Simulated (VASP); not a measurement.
Wanted: the native input for a VASP 6.6.1 run.

```
Task                   : single point
Functional             : r2SCAN
Potentials or basis    : VASP PAW PBE potentials, release 64 (Hf_pv)
Cutoff                 : 520 eV
k mesh                 : 20 × 20 × 20
Occupations            : gaussian, width 0.15 eV
Spin                   : no spin polarisation
Dipole correction      : no
Further INCAR settings : ALGO = Normal; EDIFF = 1e-06; NBANDS = 11
```

Hf:

```
CELL_PARAMETERS angstrom
0.00000 1.93935 2.90902
1.93935 0.00000 2.90902
1.93935 1.93935 0.00000
ATOMIC_POSITIONS crystal
Hf 0.00000 0.00000 0.00000
```

This cell differs from its parent crystal: ratio of the length along z to the lengths across it x 1.5, volume and fractional coordinates fixed.

The input as run:

POSCAR

```
Hf
1.0
    0.0000000000      1.9393486317      2.9090229476
    1.9393486317      0.0000000000      2.9090229476
    1.9393486317      1.9393486317      0.0000000000
Hf
1
Direct
    0.0000000000      0.0000000000      0.0000000000
```

INCAR.step1

```
PREC     = Accurate       # precision mode
ENCUT    = 520            # plane-wave cutoff, eV
ISMEAR   = 0              # smearing method
SIGMA    = 0.15           # smearing width, eV
LREAL    = F              # projectors in reciprocal space
LASPH    = T              # aspherical terms in the spheres
NELM     = 100            # most SCF steps
NBANDS   = 11             # bands
GGA      = PE             # functional
ALGO     = Normal         # electronic algorithm
EDIFF    = 1E-4           # SCF threshold, eV
LWAVE    = T              # write WAVECAR
LCHARG   = F              # write CHGCAR
```

INCAR.step2

```
PREC     = Accurate       # precision mode
ENCUT    = 520            # plane-wave cutoff, eV
EDIFF    = 1E-6           # SCF threshold, eV
ISMEAR   = 0              # smearing method
SIGMA    = 0.15           # smearing width, eV
LREAL    = F              # projectors in reciprocal space
LASPH    = T              # aspherical terms in the spheres
NELM     = 100            # most SCF steps
ALGO     = Normal         # electronic algorithm
ISIF     = 2              # what is computed and relaxed
LWAVE    = F              # write WAVECAR
LCHARG   = F              # write CHGCAR
METAGGA  = R2SCAN         # meta-GGA
LMIXTAU  = T            
NBANDS   = 11             # bands
ISTART   = 1
```

KPOINTS

```
Automatic mesh
0
Gamma
  20 20 20
```

Potentials or basis: VASP PAW PBE potentials, release 64 (Hf_pv).

The run is started by

```bash
$ cat potpaw_PBE.64/Hf_pv/POTCAR > POTCAR
$ cp INCAR.step1 INCAR
$ mpirun -np 1 vasp_std > vasp.out
$ cp INCAR.step2 INCAR
$ mpirun -np 1 vasp_std > vasp.out
```

Results of the run:

| Quantity | Value |
| --- | --- |
| Pressure | 1.3 GPa |
| Band gap on the k mesh | zero (band 5 reaches 5.89 eV, above the bottom of band 6 at 3.48 eV) |

Caveat: the PAW data sets were made with another functional, which shifts forces and pressure a little; spin-orbit coupling is left out, which moves the levels of the heavy elements.

Wall time 7.1 min on 1 thread of AMD EPYC 9R45 96-Core Processor (Zen 5), on a shared host, peak memory 0.24 GiB.
